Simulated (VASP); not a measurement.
Here is a VASP 6.6.1 calculation.

The input POSCAR:

```
SiC
1.0
    3.0751950076      0.0000000000      0.0000000000
   -1.5375975038      2.6631969982      0.0000000000
    0.0000000000      0.0000000000      5.0481668526
Si C
2 2
Direct
    0.3333333333      0.6666666667      0.0046028828
    0.6666666667      0.3333333333      0.5046028828
    0.2970639238      0.6401156161      0.4002062881
    0.6666666667      0.3333333333      0.8803971172
```

INCAR.step1

```
PREC = Accurate
ENCUT = 520
ISMEAR = 0
SIGMA = 0.05
LREAL = False
LASPH = True
NELM = 100
NBANDS = 16
GGA = PE
ALGO = Normal
EDIFF = 1E-4
LWAVE = True
LCHARG = False
```

File INCAR.step2:

```
PREC = Accurate
ENCUT = 520
EDIFF = 1E-6
ISMEAR = 0
SIGMA = 0.05
LREAL = False
LASPH = True
NELM = 100
ALGO = Normal
ISIF = 2
LWAVE = False
LCHARG = True
METAGGA = R2SCAN
LMIXTAU = True
LELF = True
LVHAR = True
NBANDS = 16
ISTART = 1
```

File KPOINTS:

```
Automatic mesh
0
Gamma
  12 12 6
```

Potentials or basis: VASP PAW PBE potentials, release 64 (Si, C).

The run is started by

```sh
$ cat potpaw_PBE.64/Si/POTCAR potpaw_PBE.64/C/POTCAR > POTCAR
$ cp INCAR.step1 INCAR
$ mpirun -np 1 vasp_std > vasp.out
$ cp INCAR.step2 INCAR
$ mpirun -np 1 vasp_std > vasp.out
```

Question: Estimate the pressure.

Answer: 1.4 GPa.

Question: Predict the band gap on the k mesh.

Answer: 2.63 eV (least direct gap 4.49 eV).

Forces on the atoms (eV/Å):
```
Si  -0.189 -0.185  0.587
Si  -1.851 -1.508  1.110
C    2.057  1.704 -2.359
C   -0.017 -0.011  0.662
```

Caveat: the cell differs from its parent crystal (atom 3 (C) moved by (-0.100, +0.100) A along [1 1 0] and z); the stress differs along the axes, from -2 to 7 GPa; the PAW data sets were made with another functional, which shifts forces and pressure a little. A k mesh can miss the band edges.
